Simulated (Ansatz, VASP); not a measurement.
# ZnS: VASP beside Ansatz

```
CELL_PARAMETERS angstrom
3.72934 0.00000 0.00000
-1.86467 3.22970 0.00000
0.00000 0.00000 6.32110
ATOMIC_POSITIONS crystal
Zn 0.33333 0.66667 0.00348
Zn 0.66667 0.33333 0.50348
S 0.33333 0.66667 0.37152
S 0.66667 0.33333 0.87152
```

Change from the starting cell: epitaxial_xy strain -2.0%.

Alike in both runs: task single point; functional PBE; k mesh 12 × 12 × 4; occupations fermi-dirac, width 0.02 eV; no spin polarisation.

```csv
,VASP,Ansatz
version,VASP 6.6.1,Ansatz 0.2.0
potentials or method,"VASP PAW PBE potentials, release 64 (Zn, S)","plane waves, PAW"
plane-wave cutoff (eV),520,420
valence electrons in the cell,36,36
```

```tsv
	VASP	Ansatz	Ansatz less VASP
gap on the k mesh at the Fermi level (eV)	2.22	2.21	-0.006
pressure (GPa)	4.7	4.5	-0.19
traceless stress, the component that is largest in VASP (GPa)	-2.15	-2.15	+0.001
rms of the force components (eV/Å)	0.006	0.006	-0.0008
```

Atom by atom the forces differ by 0.001 eV/Å (rms over components).
